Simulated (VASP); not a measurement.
# MgO (P-6m2) in VASP: settings compared, part 2 of 2

VASP 6.6.1. The steps go on from the part before.

**5. Single point, PBE (strained)**

INCAR reads:

```
SYSTEM = MgO
  PREC = Accurate
  ENCUT = 520
  EDIFF = 1E-7
  ISMEAR = 0
  SIGMA = 0.02
  LREAL = .False.
  LASPH = .True.
  NELM = 80
  ALGO = Normal
  ISIF = 2
  LWAVE = .False.
  LCHARG = .False.
  GGA = PE
  NBANDS = 11
```

KPOINTS reads:

```
Automatic mesh
0
Gamma
  12 12 10
  0 0 0
```

POSCAR reads:

```
MgO
1.0
    2.9952829308      0.0000000000      0.0000000000
   -1.4976414654      2.5939911096      0.0000000000
    0.0000000000      0.0000000000      2.9730781632
Mg O
1 1
Direct
    0.0000000000      0.0000000000      0.0000000000
    0.3333333300      0.6666666700      0.5000000000
```

Potentials or basis: VASP PAW PBE potentials, release 64 (Mg, O).

The run is started by

```sh
> cat potpaw_PBE.64/Mg/POTCAR potpaw_PBE.64/O/POTCAR > POTCAR
> mpirun -np 1 vasp_std > vasp.out
```

OUTCAR:

```text
SYSTEM = MgO
   PREC = Accurate
   ENCUT = 520
   EDIFF = 1E-7
   ISMEAR = 0
   LREAL = .False.
   LASPH = .True.
   NELM = 80
   ISIF = 2
   GGA = PE

 ion  position               nearest neighbor table
   1  0.000  0.000  0.000-   2 2.28   2 2.28   2 2.28   2 2.28   2 2.28   2 2.28
   2  0.333  0.667  0.500-   1 2.28   1 2.28   1 2.28   1 2.28   1 2.28   1 2.28

  LATTYP: Found a hexagonal cell.
 ALAT       =     2.9952829308
 C/A-ratio  =     0.9925867545

  Lattice vectors:

 A1 = (   2.9952829308,   0.0000000000,   0.0000000000)
 A2 = (  -1.4976414654,   2.5939911096,   0.0000000000)
 A3 = (   0.0000000000,   0.0000000000,   2.9730781632)

Analysis of symmetry for initial positions (statically):
=====================================================================
 Subroutine PRICEL returns:
 Original cell was already a primitive cell.

 Routine SETGRP: Setting up the symmetry group for a
 hexagonal supercell.

 Subroutine GETGRP returns: Found 12 space group operations
 (whereof 12 operations were pure point group operations)
 out of a pool of 24 trial point group operations.

The static configuration has the point symmetry D_3h.

Analysis of symmetry for dynamics (positions and initial velocities):
=====================================================================
 Subroutine PRICEL returns:
 Original cell was already a primitive cell.

 Routine SETGRP: Setting up the symmetry group for a
 hexagonal supercell.

 Subroutine GETGRP returns: Found 12 space group operations
 (whereof 12 operations were pure point group operations)
 out of a pool of 24 trial point group operations.

The dynamic configuration has the point symmetry D_3h.

 Subroutine INISYM returns: Found 12 space group operations
 (whereof 12 operations are pure point group operations),
 and found     1 'primitive' translations

----------------------------------------------------------------------------------------

                                     Primitive cell

  volume of cell :      23.1000

  direct lattice vectors                    reciprocal lattice vectors
     2.995282931  0.000000000  0.000000000     0.333858278  0.192753166  0.000000000
    -1.497641465  2.593991110  0.000000000     0.000000000  0.385506333  0.000000000
     0.000000000  0.000000000  2.973078163     0.000000000  0.000000000  0.336351736

  length of vectors
     2.995282931  2.995282931  2.973078163     0.385506333  0.385506333  0.336351736

  position of ions in fractional coordinates (direct lattice)
     0.000000000  0.000000000  0.000000000
     0.333333330  0.666666670  0.500000000

  ion indices of the primitive-cell ions
   primitive index   ion index
                 1           1
                 2           2

----------------------------------------------------------------------------------------

 KPOINTS: Automatic mesh

Automatic generation of k-mesh.
 Grid dimensions read from file:
 generate k-points for:   12   12   10

 Generating k-lattice:

  Cartesian coordinates                     Fractional coordinates (reciprocal lattice)
[... 21 lines left out ...]
  0.333333  0.000000  0.000000      6.000000
  0.416667 -0.000000  0.000000      6.000000
[... 16 lines left out ...]
  0.250000 -0.000000  0.100000     12.000000
  0.333333  0.000000  0.100000     12.000000
 [... further k-points ...]
   k-points           NKPTS =    114   k-points in BZ     NKDIM =    114   number of bands    NBANDS=     11
   number of dos      NEDOS =    301   number of ions     NIONS =      2
   total plane-waves  NPLWV =  13824
   dimension x,y,z NGX =    24 NGY =   24 NGZ =   24
   dimension x,y,z NGXF=    48 NGYF=   48 NGZF=   48
   ions per type =               1   1
   NGX,Y,Z   is equivalent  to a cutoff of  13.32, 13.32, 13.42 a.u.
   NGXF,Y,Z  is equivalent  to a cutoff of  26.64, 26.64, 26.84 a.u.
 SYSTEM =  MgO
   PREC   = accura    normal or accurate (medium, high low for compatibility)
   ISTART =      0    job   : 0-new  1-cont  2-samecut
   ICHARG =      2    charge: 1-file 2-atom 10-const
   ISPIN  =      1    spin polarized calculation?
   LNONCOLLINEAR =      F non collinear calculations
   LSORBIT =      F    spin-orbit coupling
   LASPH  =      T    aspherical Exc in radial PAW
   ENCUT  =  520.0 eV  38.22 Ry    6.18 a.u.   5.57  5.57  5.53*2*pi/ulx,y,z
   NELM   =     80;   NELMIN=  2; NELMDL= -5     # of ELM steps
   EDIFF  = 0.1E-06   stopping-criterion for ELM
   LREAL  =      F    real-space projection
   EDIFFG = 0.1E-05   stopping-criterion for IOM
   NSW    =      0    number of steps for IOM
   IBRION =     -1    ionic relax: 0-MD 1-quasi-New 2-CG
   NFREE  =      0    steps in history (QN), initial steepest desc. (CG)
   ISIF   =      2    stress and relaxation
   ISYM   =      2    0-nonsym 1-usesym 2-fastsym
   POTIM  = 0.5000    time-step for ionic-motion
   TEBEG  =    0.0;   TEEND  =   0.0 temperature during run
   PSTRESS=    0.0 pullay stress
   NELECT =       8.0000    total number of electrons
   NUPDOWN=      -1.0000    fix difference up-down
   EMIN   =  10.00;   EMAX   =-10.00  energy-range for DOS
   EFERMI =   0.00;   METHOD = LEGACY
   ISMEAR =     0;   SIGMA  =   0.02  broadening in eV -4-tet -1-fermi 0-gaus
   EFERMI_NEDOS =   21; number of points for ismear=-14 and -15
   IALGO  =     38    algorithm
   IMIX   =      4    mixing-type and parameters
     AMIX     =   0.40;   BMIX     =  1.00
     AMIX_MAG =   1.60;   BMIX_MAG =  1.00
  volume/ion in A,a.u.               =      11.55        77.94
  Fermi-wavevector in a.u.,A,eV,Ry     =   1.149654  2.172532 17.982889  1.321705
  Thomas-Fermi vector in A             =   2.286323
   LORBIT       =      0    0 simple, 1 ext, 2 COOP (PROOUT), +10 PAW based schemes
   GGA     = PE    functional components
   LHFCALC =     F    Hartree Fock is set to
   AEXX    =    0.0000 exact exchange contribution
   IVDW    =     0    specifies the selected vdW correction
   LEPSILON=     F    determine dielectric tensor
   LRPA    =     F    only Hartree local field effects (RPA)
 non-spin polarized calculation
 Gauss-broadening in eV      SIGMA  =   0.02
  energy-cutoff  :      520.00
  volume of cell :       23.10
 maximum number of plane-waves:       641
 NGX is ok and might be reduce to    24
   NGX = 11   NGY = 11   NGZ = 11

 number of electron       8.0000000 magnetization

 Free energy of the ion-electron system (eV)
  ---------------------------------------------------
  ext. energy  EPLUGINS =         0.00000000
  ---------------------------------------------------
  free energy    TOTEN  =       -10.88918901 eV

  energy without entropy =      -10.88918901  energy(sigma->0) =      -10.88918901

 E-fermi :   2.6024     XC(G=0): -10.1335

 val. band max:        2.5241317998   @ k =   0.0000   0.0000   0.5000
 cond. band min:       4.0098483511   @ k =   0.0000   0.0000   0.0000
 fundamental gap:      1.4857165514
 Fermi energy:         2.6024477569

 k-point     1 :       0.0000    0.0000    0.0000
  band No.  band energies     occupation
      1     -14.3759      2.00000
      2       1.3348      2.00000
      3       2.2263      2.00000
      4       2.2263      2.00000
      5       4.0098      0.00000
      6      13.4189      0.00000
      7      17.7893      0.00000
      8      17.7893      0.00000
      9      19.5414      0.00000
     10      21.3354      0.00000
     11      22.6652      0.00000
[... 309 lines left out ...]
 k-point    24 :       0.3333    0.0000    0.1000
  band No.  band energies     occupation
      1     -13.6975      2.00000
      2      -0.9577      2.00000
      3       1.3064      2.00000
      4       1.7444      2.00000
      5       7.4531      0.00000
      6      12.1064      0.00000
      7      14.7432      0.00000
      8      17.5942      0.00000
      9      18.2678      0.00000
     10      22.6349      0.00000
     11      23.5884      0.00000

 [... further k-points ...]

------------------------ aborting loop because EDIFF is reached ----------------------------------------

  FORCE on cell =-STRESS in cart. coord.  units (eV):
  Direction    XX          YY          ZZ          XY          YZ          ZX
  --------------------------------------------------------------------------------------
  -------------------------------------------------------------------------------------
  Total       -0.4147612     -0.4147612     -6.0234214      0.0000000      0.0000000      0.0000000
  in kB      -28.7671003    -28.7671003   -417.7737704      0.0000000      0.0000000      0.0000000
  external PRESSURE =    -158.4359903 kB  Pullay stress =       0.0000000 kB

 VOLUME and BASIS-vectors are now :
 -----------------------------------------------------------------------------
  energy-cutoff  :      520.00
  volume of cell :       23.10
      direct lattice vectors                 reciprocal lattice vectors
     2.995282931  0.000000000  0.000000000     0.333858278  0.192753166  0.000000000
    -1.497641465  2.593991110  0.000000000     0.000000000  0.385506333  0.000000000
     0.000000000  0.000000000  2.973078163     0.000000000  0.000000000  0.336351736

 POSITION                                       TOTAL-FORCE (eV/Angst)
 -----------------------------------------------------------------------------------
      0.00000      0.00000      0.00000        -0.000000      0.000000      0.000000
     -0.00000      1.72933      1.48654         0.000000      0.000000      0.000000
 -----------------------------------------------------------------------------------
    total drift:                                0.000019     -0.000011     -0.000000

  FREE ENERGIE OF THE ION-ELECTRON SYSTEM (eV)
  ---------------------------------------------------
  free  energy   TOTEN  =       -10.8891890058 eV

  energy  without entropy=      -10.8891890058  energy(sigma->0) =      -10.88918901
```

stdout:

```text
POSCAR found type information on POSCAR MgO
 POSCAR found :  2 types and       2 ions
 scaLAPACK will be used
 LDA part: xc-table for (Slater+PW92), standard interpolation
 POSCAR, INCAR and KPOINTS ok, starting setup
 FFT: planning ... GRIDC
 FFT: planning ... GRID_SOFT
 FFT: planning ... GRID
 WAVECAR not read
 entering main loop
```

It took 37 s on 1 thread of AMD EPYC 7R43 (Zen 3), shared host; peak memory 0.12 GiB.

What came out:

```yaml
Free_energy: -10.8892 eV
Pressure: -15.8 GPa
Band_gap_on_the_k_mesh: 1.49 eV, indirect (least direct gap 1.78 eV)
```

Levels at points of the mesh, in eV from the valence-band top:
```
           k point  band 1  band 2  band 3  band 4  band 5  band 6  band 7  band 8  band 9
(0.00, 0.00, 0.00)  -16.90   -1.19   -0.30   -0.30    1.49   10.89   15.27   15.27   17.02
(0.50, 0.00, 0.00)  -16.02   -4.28   -0.96   -0.71    5.62    8.71   11.51   15.47   15.97
(0.00, 0.00, 0.50)  -16.27   -5.20    0.00    0.00    7.03    7.38   16.50   16.50   18.22
(0.50, 0.00, 0.50)  -15.61   -3.40   -3.10   -0.65    4.63   10.80   11.29   13.70   13.79
```

Caveat: the cell differs from its parent crystal (strained).

**6. Overview**

```csv
level,cell,gap on the mesh (eV),pressure (GPa)
PBE,"a = 3.010, b = 3.010, c = 2.785 Å, angles 90.0, 90.0, 120.0°, 2 atoms",2.39,-10.8
r2SCAN,"a = 2.914, b = 2.914, c = 2.658 Å, angles 90.0, 90.0, 120.0°, 2 atoms",3.95,-2.9
PBE,"a = 2.884, b = 2.884, c = 2.671 Å, angles 90.0, 90.0, 120.0°, 2 atoms",3.33,5.1
PBE,"a = 2.995, b = 2.995, c = 2.973 Å, angles 90.0, 90.0, 120.0°, 2 atoms",1.49,-15.8
```

Alike in all rows: task single point; potentials or basis VASP PAW PBE potentials, release 64 (Mg, O); no spin polarisation; k mesh 12 × 12 × 10; cutoff (eV) 520; smearing gaussian 0.02 eV.

Caveats: the PAW data sets were made with another functional, which shifts forces and pressure a little (some runs).

Absolute energies hang on the potentials; compare differences alone.
